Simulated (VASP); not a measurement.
# Ti (Im-3m) in VASP: further runs

The runs below take Ti through single point, with r2SCAN.

Program: VASP 6.6.1. These are calculated values, not measurements. Logs are shortened: lines on timing, memory, paths and dates and some standing lists are left out, and cuts for length are marked.

**1. The cell of the first run**

Symmetry: Im-3m, No. 229, cubic system. Conventional cell: a = 3.019 Å, b = 3.019 Å, c = 3.019 Å, α = 90.00°, β = 90.00°, γ = 90.00°. Within 3.4 Å of Ti (site symmetry m-3m) lie 14 Ti at 2.61 to 3.02 Å.

**2. Single point, r2SCAN (strain -0.080 along x and y, -0.080 along z)**

File POSCAR:

```
Ti
1.0
   -1.5097200000      1.5097200000      1.5097200000
    1.5097200000     -1.5097200000      1.5097200000
    1.5097200000      1.5097200000     -1.5097200000
Ti
1
Direct
    0.0000000000      0.0000000000      0.0000000000
```

File INCAR.step1:

```
SYSTEM = Ti
PREC     = Accurate       ! precision mode
ENCUT    = 520            ! plane-wave cutoff, eV
ISMEAR   = 0              ! smearing method
SIGMA    = 0.15           ! smearing width, eV
LREAL    = .False.        ! projectors in reciprocal space
LASPH    = .True.         ! aspherical terms in the spheres
NELM     = 60             ! most SCF steps
NBANDS   = 12             ! bands
GGA      = PE             ! functional
ALGO     = Normal         ! electronic algorithm
EDIFF    = 1E-4           ! SCF threshold, eV
LWAVE    = .True.         ! write WAVECAR
LCHARG   = .False.        ! write CHGCAR
```

File INCAR.step2:

```
SYSTEM = Ti
PREC     = Accurate       ! precision mode
ENCUT    = 520            ! plane-wave cutoff, eV
EDIFF    = 1E-6           ! SCF threshold, eV
ISMEAR   = 0              ! smearing method
SIGMA    = 0.15           ! smearing width, eV
LREAL    = .False.        ! projectors in reciprocal space
LASPH    = .True.         ! aspherical terms in the spheres
NELM     = 60             ! most SCF steps
ALGO     = Normal         ! electronic algorithm
ISIF     = 2              ! what is computed and relaxed
LWAVE    = .False.        ! write WAVECAR
LCHARG   = .False.        ! write CHGCAR
METAGGA  = R2SCAN         ! meta-GGA
LMIXTAU  = .True.       
NBANDS   = 12             ! bands
ISTART   = 1
```

File KPOINTS:

```
Automatic mesh
0
Gamma
  20 20 20
  0 0 0
```

Potentials or basis: VASP PAW PBE potentials, release 64 (Ti_sv).

Run with:

```console
cat potpaw_PBE.64/Ti_sv/POTCAR > POTCAR
cp INCAR.step1 INCAR
mpirun -np 1 vasp_std > vasp.out
cp INCAR.step2 INCAR
mpirun -np 1 vasp_std > vasp.out
```

OUTCAR:

```text
SYSTEM = Ti
   PREC = Accurate
   ENCUT = 520
   EDIFF = 1E-6
   ISMEAR = 0
   LREAL = .False.
   LASPH = .True.
   NELM = 60
   ISIF = 2
   METAGGA = R2SCAN
   ISTART = 1

 ion  position               nearest neighbor table
   1  0.000  0.000  0.000-

  LATTYP: Found a body centered cubic cell.
 ALAT       =     3.0194400000

  Lattice vectors:

 A1 = (  -1.5097200000,   1.5097200000,   1.5097200000)
 A2 = (   1.5097200000,  -1.5097200000,   1.5097200000)
 A3 = (   1.5097200000,   1.5097200000,  -1.5097200000)

Analysis of symmetry for initial positions (statically):
=====================================================================
 Subroutine PRICEL returns:
 Original cell was already a primitive cell.

 Routine SETGRP: Setting up the symmetry group for a
 body centered cubic supercell.

 Subroutine GETGRP returns: Found 48 space group operations
 (whereof 48 operations were pure point group operations)
 out of a pool of 48 trial point group operations.

The static configuration has the point symmetry O_h .

Analysis of symmetry for dynamics (positions and initial velocities):
=====================================================================
 Subroutine PRICEL returns:
 Original cell was already a primitive cell.

 Routine SETGRP: Setting up the symmetry group for a
 body centered cubic supercell.

 Subroutine GETGRP returns: Found 48 space group operations
 (whereof 48 operations were pure point group operations)
 out of a pool of 48 trial point group operations.

The dynamic configuration has the point symmetry O_h .

 Subroutine INISYM returns: Found 48 space group operations
 (whereof 48 operations are pure point group operations),
 and found     1 'primitive' translations

----------------------------------------------------------------------------------------

                                     Primitive cell

  volume of cell :      13.7641

  direct lattice vectors                    reciprocal lattice vectors
    -1.509720000  1.509720000  1.509720000     0.000000000  0.331187240  0.331187240
     1.509720000 -1.509720000  1.509720000     0.331187240  0.000000000  0.331187240
     1.509720000  1.509720000 -1.509720000     0.331187240  0.331187240  0.000000000

  length of vectors
     2.614911745  2.614911745  2.614911745     0.468369487  0.468369487  0.468369487

  position of ions in fractional coordinates (direct lattice)
     0.000000000  0.000000000  0.000000000

  ion indices of the primitive-cell ions
   primitive index   ion index
                 1           1

----------------------------------------------------------------------------------------

 KPOINTS: Automatic mesh

Automatic generation of k-mesh.
 Grid dimensions read from file:
 generate k-points for:   20   20   20

 Generating k-lattice:

  Cartesian coordinates                     Fractional coordinates (reciprocal lattice)
     0.000000000  0.016559362  0.016559362     0.050000000  0.000000000  0.000000000
     0.016559362  0.000000000  0.016559362     0.000000000  0.050000000  0.000000000
     0.016559362  0.016559362  0.000000000     0.000000000  0.000000000  0.050000000

  Length of vectors
     0.023418474  0.023418474  0.023418474

  Shift w.r.t. Gamma in fractional coordinates (k-lattice)
     0.000000000  0.000000000  0.000000000

 Subroutine IBZKPT returns following result:
 ===========================================

 Found    256 irreducible k-points:

 Following reciprocal coordinates:
            Coordinates               Weight
  0.000000  0.000000  0.000000      1.000000
  0.050000  0.000000  0.000000     12.000000
  0.100000  0.000000  0.000000     12.000000
  0.150000  0.000000  0.000000     12.000000
  0.200000  0.000000  0.000000     12.000000
  0.250000  0.000000  0.000000     12.000000
[... 16 lines left out ...]
  0.200000  0.100000  0.000000     48.000000
  0.250000  0.100000  0.000000     48.000000
 [... further k-points ...]
   k-points           NKPTS =    256   k-points in BZ     NKDIM =    256   number of bands    NBANDS=     12
   number of dos      NEDOS =    301   number of ions     NIONS =      1
   total plane-waves  NPLWV =   8000
   dimension x,y,z NGX =    20 NGY =   20 NGZ =   20
   dimension x,y,z NGXF=    40 NGYF=   40 NGZF=   40
   ions per type =               1
   NGX,Y,Z   is equivalent  to a cutoff of  12.72, 12.72, 12.72 a.u.
   NGXF,Y,Z  is equivalent  to a cutoff of  25.43, 25.43, 25.43 a.u.
 SYSTEM =  Ti
   PREC   = accura    normal or accurate (medium, high low for compatibility)
   ISTART =      1    job   : 0-new  1-cont  2-samecut
   ICHARG =      0    charge: 1-file 2-atom 10-const
   ISPIN  =      1    spin polarized calculation?
   LNONCOLLINEAR =      F non collinear calculations
   LSORBIT =      F    spin-orbit coupling
   LASPH  =      T    aspherical Exc in radial PAW
   ENCUT  =  520.0 eV  38.22 Ry    6.18 a.u.   4.86  4.86  4.86*2*pi/ulx,y,z
[... 58 lines left out ...]
      1     -47.6697      2.00000
      2     -22.0703      2.00000
      3     -22.0703      2.00000
      4     -22.0703      2.00000
      5       4.1306      2.00000
      6      12.1471      0.00000
      7      12.1471      0.00000
      8      12.1472      0.00000
      9      14.4979      0.00000
     10      14.4979      0.00000
     11      30.6280      0.00000
     12      30.6281      0.00000

 k-point     2 :       0.0500    0.0000    0.0000
  band No.  band energies     occupation
      1     -47.6616      2.00000
      2     -22.1079      2.00000
      3     -22.0809      2.00000
      4     -22.0707      2.00000
      5       4.2426      2.00000
      6      12.0879      0.00000
      7      12.1300      0.00000
      8      12.2343      0.00000
      9      14.4225      0.00000
     10      14.5004      0.00000
     11      30.5869      0.00000
     12      30.6511      0.00000

 k-point     3 :       0.1000    0.0000    0.0000
  band No.  band energies     occupation
      1     -47.6379      2.00000
      2     -22.2162      2.00000
      3     -22.1118      2.00000
      4     -22.0721      2.00000
      5       4.5692      2.00000
      6      11.9197      0.00000
      7      12.0587      0.00000
      8      12.4913      0.00000
      9      14.2458      0.00000
     10      14.5106      0.00000
     11      30.4068      0.00000
     12      30.6602      0.00000

 k-point     4 :       0.1500    0.0000    0.0000
  band No.  band energies     occupation
      1     -47.6008      2.00000
      2     -22.3825      2.00000
      3     -22.1595      2.00000
      4     -22.0743      2.00000
      5       5.0822      2.00000
      6      11.6684      0.00000
      7      11.8901      0.00000
      8      12.9060      0.00000
      9      14.0866      0.00000
     10      14.5348      0.00000
     11      29.9645      0.00000
     12      30.4931      0.00000

 k-point     5 :       0.2000    0.0000    0.0000
  band No.  band energies     occupation
      1     -47.5538      2.00000
      2     -22.5884      2.00000
      3     -22.2191      2.00000
      4     -22.0771      2.00000
      5       5.7292      2.00000
      6      11.3683      0.00000
      7      11.6238      0.00000
      8      13.4564      0.00000
      9      14.0432      0.00000
     10      14.5801      0.00000
     11      29.1725      0.00000
     12      30.0062      0.00000
[... 228 lines left out ...]
      1     -47.5799      2.00000
      2     -22.4701      2.00000
      3     -22.1607      2.00000
      4     -22.1060      2.00000
      5       5.3781      2.00000
      6      11.6086      0.00000
      7      11.6684      0.00000
      8      13.2033      0.00000
      9      13.9287      0.00000
     10      14.6388      0.00000
     11      29.7138      0.00000
     12      30.5315      0.00000

 k-point    22 :       0.1500    0.1000    0.0000
  band No.  band energies     occupation
      1     -47.5351      2.00000
      2     -22.6537      2.00000
      3     -22.2197      2.00000
      4     -22.1176      2.00000
      5       6.0084      2.00000
      6      11.3211      0.00000
      7      11.3954      0.00000
      8      13.7692      0.00000
      9      13.8614      0.00000
     10      14.7421      0.00000
     11      29.0650      0.00000
     12      29.8542      0.00000

 k-point    23 :       0.2000    0.1000    0.0000
  band No.  band energies     occupation
      1     -47.4850      2.00000
      2     -22.8509      2.00000
      3     -22.2934      2.00000
      4     -22.1244      2.00000
      5       6.6950      2.00000
      6      10.9902      0.07643
      7      11.1527      0.00096
      8      13.9012      0.00000
      9      14.4552      0.00000
     10      14.8502      0.00000
     11      28.0642      0.00000
     12      29.0065      0.00000

 k-point    24 :       0.2500    0.1000    0.0000
  band No.  band energies     occupation
      1     -47.4345      2.00000
      2     -23.0434      2.00000
      3     -22.3692      2.00000
      4     -22.1298      2.00000
      5       7.3100      2.00000
      6      10.7047      1.64247
      7      11.0276      0.03368
      8      14.0504      0.00000
      9      14.9330      0.00000
     10      15.2089      0.00000
     11      26.7718      0.00000
     12      28.1932      0.00000

 [... further k-points ...]
[... 5 lines left out ...]
  --------------------------------------------------------------------------------------
  -------------------------------------------------------------------------------------
  Total        3.0674131      3.0674131      3.0674131      0.0000000      0.0000000      0.0000000
  in kB      357.0537761    357.0537761    357.0537761      0.0000000      0.0000000      0.0000000
  external PRESSURE =     357.0537761 kB  Pullay stress =       0.0000000 kB

 VOLUME and BASIS-vectors are now :
 -----------------------------------------------------------------------------
  energy-cutoff  :      520.00
  volume of cell :       13.76
      direct lattice vectors                 reciprocal lattice vectors
    -1.509720000  1.509720000  1.509720000     0.000000000  0.331187240  0.331187240
     1.509720000 -1.509720000  1.509720000     0.331187240  0.000000000  0.331187240
     1.509720000  1.509720000 -1.509720000     0.331187240  0.331187240  0.000000000

 POSITION                                       TOTAL-FORCE (eV/Angst)
 -----------------------------------------------------------------------------------
      0.00000      0.00000      0.00000        -0.000000     -0.000000     -0.000000
 -----------------------------------------------------------------------------------
    total drift:                                0.000000      0.000000      0.000000

  FREE ENERGIE OF THE ION-ELECTRON SYSTEM (eV)
  ---------------------------------------------------
  free  energy   TOTEN  =       -12.4870782984 eV

  energy  without entropy=      -12.4703658587  energy(sigma->0) =      -12.47872208
```

Run time: 66 s. Hardware: 1 thread of Intel Xeon 6975P-C (Granite Rapids), shared host; peak memory 0.15 GiB.

What came out:

```
Free energy            : -12.4871 eV
Pressure               : 35.7 GPa
Band gap on the k mesh : zero (band 6 reaches 12.15 eV, above the bottom of band 7 at 9.97 eV)
```

Levels at points of the mesh, in eV from the Fermi level:
```
           k point  band 4  band 5  band 6  band 7  band 8  band 9
(0.00, 0.00, 0.00)  -32.87   -6.67    1.34    1.34    1.34    3.70
(0.50, 0.00, 0.00)  -32.89   -3.25   -0.66    1.98    3.79    4.25
(0.50, 0.50, 0.50)  -33.81   -3.27   -3.27    5.41    5.41    5.41
```

Caveat: the cell differs from its parent crystal (strain -0.080 along x and y, -0.080 along z); the PAW data sets were made with another functional, which shifts forces and pressure a little.

**3. Single point, r2SCAN (strain -0.040 along x and y, -0.040 along z)**

File POSCAR:

```
Ti
1.0
   -1.5753600000      1.5753600000      1.5753600000
    1.5753600000     -1.5753600000      1.5753600000
    1.5753600000      1.5753600000     -1.5753600000
Ti
1
Direct
    0.0000000000      0.0000000000      0.0000000000
```

File INCAR.step1:

```
ALGO = Normal
EDIFF = 1E-4
ENCUT = 520
GGA = PE
ISMEAR = 0
LASPH = True
LCHARG = False
LREAL = False
LWAVE = True
NBANDS = 12
NELM = 60
PREC = Accurate
SIGMA = 0.15
```

File INCAR.step2:

```
ALGO = Normal
EDIFF = 1E-6
ENCUT = 520
ISIF = 2
ISMEAR = 0
ISTART = 1
LASPH = True
LCHARG = False
LMIXTAU = True
LREAL = False
LWAVE = False
METAGGA = R2SCAN
NBANDS = 12
NELM = 60
PREC = Accurate
SIGMA = 0.15
```

File KPOINTS:

```
k-points
0
Gamma
  20 20 20
```

Potentials or basis: VASP PAW PBE potentials, release 64 (Ti_sv).

Run with:

```console
cat potpaw_PBE.64/Ti_sv/POTCAR > POTCAR
cp INCAR.step1 INCAR
mpirun -np 1 vasp_std > vasp.out
cp INCAR.step2 INCAR
mpirun -np 1 vasp_std > vasp.out
```

It took 60 s on 1 thread of Intel Xeon 6975P-C (Granite Rapids), shared host; peak memory 0.16 GiB.

Results (log left out):

* Free energy: -12.7630 eV
* Pressure: 12.8 GPa
* Band gap on the k mesh: zero (band 6 reaches 10.52 eV, above the bottom of band 7 at 8.49 eV)

Levels at points of the mesh, in eV from the Fermi level:
```tsv
k point	band 2	band 3	band 4	band 5	band 6	band 7	band 8	band 9	band 10	band 11
(0.00, 0.00, 0.00)	-33.34	-33.34	-33.34	-6.53	1.25	1.25	1.25	3.27	3.27	18.86
(0.50, 0.00, 0.00)	-34.32	-33.64	-33.35	-2.86	-0.45	1.34	3.31	3.71	5.10	10.44
(0.50, 0.50, 0.50)	-33.99	-33.99	-33.99	-2.68	-2.68	4.68	4.68	4.68	9.71	9.71
```

Caveat: the cell differs from its parent crystal (strain -0.040 along x and y, -0.040 along z); the PAW data sets were made with another functional, which shifts forces and pressure a little.

**4. Single point, r2SCAN (strain +0.040 along x and y, +0.040 along z)**

File POSCAR:

```
Ti
1.0
   -1.7066400000      1.7066400000      1.7066400000
    1.7066400000     -1.7066400000      1.7066400000
    1.7066400000      1.7066400000     -1.7066400000
Ti
1
Direct
    0.0000000000      0.0000000000      0.0000000000
```

File INCAR.step1:

```
SYSTEM = Ti
PREC = Accurate
ENCUT = 520
ISMEAR = 0
SIGMA = 0.15
LREAL = .False.
LASPH = .True.
NELM = 80
NBANDS = 12
GGA = PE
ALGO = Normal
EDIFF = 1E-4
LWAVE = .True.
LCHARG = .False.
```

File INCAR.step2:

```
SYSTEM = Ti
PREC = Accurate
ENCUT = 520
EDIFF = 1E-7
ISMEAR = 0
SIGMA = 0.15
LREAL = .False.
LASPH = .True.
NELM = 80
ALGO = Normal
ISIF = 2
LWAVE = .False.
LCHARG = .False.
METAGGA = R2SCAN
LMIXTAU = .True.
NBANDS = 12
ISTART = 1
```

File KPOINTS:

```
regular mesh
0
Gamma
  20 20 20
  0 0 0
```

Run with:

```console
cat potpaw_PBE.64/Ti_sv/POTCAR > POTCAR
cp INCAR.step1 INCAR
mpirun -np 1 vasp_std > vasp.out
cp INCAR.step2 INCAR
mpirun -np 1 vasp_std > vasp.out
```

Wall time 76 s (1 thread of Intel Xeon 6975P-C (Granite Rapids), shared host); peak memory 0.19 GiB.

The run converged. Its results:

```yaml
Free_energy: -12.7172 eV
Pressure: -12.2 GPa
Band_gap_on_the_k_mesh: zero (band 6 reaches 7.77 eV, above the bottom of band 7 at 6.16 eV)
```

Levels at points of the mesh, in eV from the Fermi level:
| k point | band 3 | band 4 | band 5 | band 6 | band 7 | band 8 | band 9 | band 10 |
| --- | --- | --- | --- | --- | --- | --- | --- | --- |
| (0.00, 0.00, 0.00) | -34.15 | -34.15 | -6.03 | 0.99 | 0.99 | 0.99 | 2.50 | 2.50 |
| (0.50, 0.00, 0.00) | -34.30 | -34.16 | -2.26 | -0.23 | 0.62 | 2.48 | 2.77 | 3.76 |
| (0.50, 0.50, 0.50) | -34.46 | -34.46 | -1.83 | -1.83 | 3.47 | 3.47 | 3.47 | 7.69 |

Caveat: the cell differs from its parent crystal (strain +0.040 along x and y, +0.040 along z); the PAW data sets were made with another functional, which shifts forces and pressure a little.

**5. Single point, r2SCAN (strain +0.080 along x and y, +0.080 along z)**

File POSCAR:

```
Ti
1.0
   -1.7722800000      1.7722800000      1.7722800000
    1.7722800000     -1.7722800000      1.7722800000
    1.7722800000      1.7722800000     -1.7722800000
Ti
1
Direct
    0.0000000000      0.0000000000      0.0000000000
```

File INCAR.step1:

```
ALGO     = Normal         # electronic algorithm
EDIFF    = 1E-4           # SCF threshold, eV
ENCUT    = 520            # plane-wave cutoff, eV
GGA      = PE             # functional
ISMEAR   = 0              # smearing method
LASPH    = T              # aspherical terms in the spheres
LCHARG   = F              # write CHGCAR
LREAL    = F              # projectors in reciprocal space
LWAVE    = T              # write WAVECAR
NBANDS   = 12             # bands
NELM     = 100            # most SCF steps
PREC     = Accurate       # precision mode
SIGMA    = 0.15           # smearing width, eV
```

File INCAR.step2:

```
ALGO     = Normal         # electronic algorithm
EDIFF    = 1E-6           # SCF threshold, eV
ENCUT    = 520            # plane-wave cutoff, eV
ISIF     = 2              # what is computed and relaxed
ISMEAR   = 0              # smearing method
ISTART   = 1            
LASPH    = T              # aspherical terms in the spheres
LCHARG   = F              # write CHGCAR
LMIXTAU  = T            
LREAL    = F              # projectors in reciprocal space
LWAVE    = F              # write WAVECAR
METAGGA  = R2SCAN         # meta-GGA
NBANDS   = 12             # bands
NELM     = 100            # most SCF steps
PREC     = Accurate       # precision mode
SIGMA    = 0.15           # smearing width, eV
```

File KPOINTS:

```
k-points
0
Gamma
  20 20 20
```

Run with:

```console
cat potpaw_PBE.64/Ti_sv/POTCAR > POTCAR
cp INCAR.step1 INCAR
mpirun -np 1 vasp_std > vasp.out
cp INCAR.step2 INCAR
mpirun -np 1 vasp_std > vasp.out
```

Run time: 78 s. Hardware: 1 thread of Intel Xeon 6975P-C (Granite Rapids), shared host; peak memory 0.18 GiB.

It converged, with:

```
Free energy            : -12.4885 eV
Pressure               : -18.2 GPa
Band gap on the k mesh : zero (band 6 reaches 6.63 eV, above the bottom of band 7 at 5.20 eV)
```

Levels at points of the mesh, in eV from the Fermi level:
```csv
k point,band 4,band 5,band 6,band 7,band 8,band 9
"(0.00, 0.00, 0.00)",-34.48,-5.74,0.87,0.87,0.87,2.17
"(0.50, 0.00, 0.00)",-34.48,-2.03,-0.17,0.43,2.13,2.39
"(0.50, 0.50, 0.50)",-34.69,-1.52,-1.52,2.98,2.98,2.98
```

Caveat: the cell differs from its parent crystal (strain +0.080 along x and y, +0.080 along z); the PAW data sets were made with another functional, which shifts forces and pressure a little.

**6. Overview**

| cell | gap on the mesh (eV) | pressure (GPa) |
| --- | --- | --- |
| a = 2.615 Å, angles 109.5°, 1 atom | none | 35.7 |
| a = 2.729 Å, angles 109.5°, 1 atom | none | 12.8 |
| a = 2.956 Å, angles 109.5°, 1 atom | none | -12.2 |
| a = 3.070 Å, angles 109.5°, 1 atom | none | -18.2 |

Alike in all rows: task single point; level r2SCAN; potentials or basis VASP PAW PBE potentials, release 64 (Ti_sv); no spin polarisation; k mesh 20 × 20 × 20; cutoff (eV) 520; smearing gaussian 0.15 eV.

Caveats: the PAW data sets were made with another functional, which shifts forces and pressure a little.

Total energies depend on the potentials used, so only differences within one code and one set of settings carry meaning.
